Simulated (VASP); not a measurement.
AlNi: single point with PBEsol

Crystal: AlNi.

```
Al Ni
1.0
     2.88344    0.00000    0.00000
     0.00000    2.88344    0.00000
     0.00000    0.00000    2.81202
Al Ni
1 1
Direct
  0.00000 0.00000 0.00000
  0.50000 0.50000 0.50000
```

This cell differs from its parent crystal: uniaxial strain along c: -2.0 %, then relaxed in part.

- Program: VASP 6.6.1
- Task: single point
- Functional: PBEsol
- Potentials or basis: VASP PAW PBE potentials, release 64 (Al, Ni)
- Cutoff: 600 eV
- k mesh: 14 × 14 × 14
- Occupations: gaussian, width 0.1 eV
- Spin: no spin polarisation

```
Pressure               : 0.6 GPa
Band gap on the k mesh : zero (an odd number of electrons rules out a gap without spin polarisation)
```

Stress tensor (GPa, compression positive):
```
0.05 0.00 0.00
0.00 0.05 0.00
0.00 0.00 1.69
```

Levels at points of the mesh, in eV from the Fermi level:
```
           k point  band 3  band 4  band 5  band 6  band 7  band 8  band 9  band 10  band 11  band 12
(0.00, 0.00, 0.00)   -3.32   -1.61   -1.55   -1.55    5.31    5.31    6.23     8.14     8.31    14.19
(0.50, 0.00, 0.00)   -2.86   -2.34   -2.20   -1.46   -0.70    8.33    9.80    10.67    10.81    11.57
(0.50, 0.50, 0.00)   -3.03   -3.03   -2.05   -2.05   -1.06    1.36    2.48    12.99    15.70    15.70
(0.00, 0.00, 0.50)   -2.80   -2.35   -2.35   -1.51   -0.52    8.35    9.91     9.91    11.07    11.07
(0.50, 0.00, 0.50)   -2.92   -2.80   -2.18   -2.14   -1.01    1.61    2.70    12.36    15.02    15.26
(0.50, 0.50, 0.50)   -4.18   -1.02   -0.97    1.97    1.97    2.02    3.95     4.41     4.68     4.68
```

Run time: 83 s on 1 thread of Intel Xeon 8259CL, on a shared host, peak memory 0.24 GiB.

Caveat: the cell differs from its parent crystal (uniaxial strain along c: -2.0 %, then relaxed in part); the PAW data sets were made with another functional, which shifts forces and pressure a little. Spin polarisation is off, so any magnetic state and its effect on volume and gap are missing.
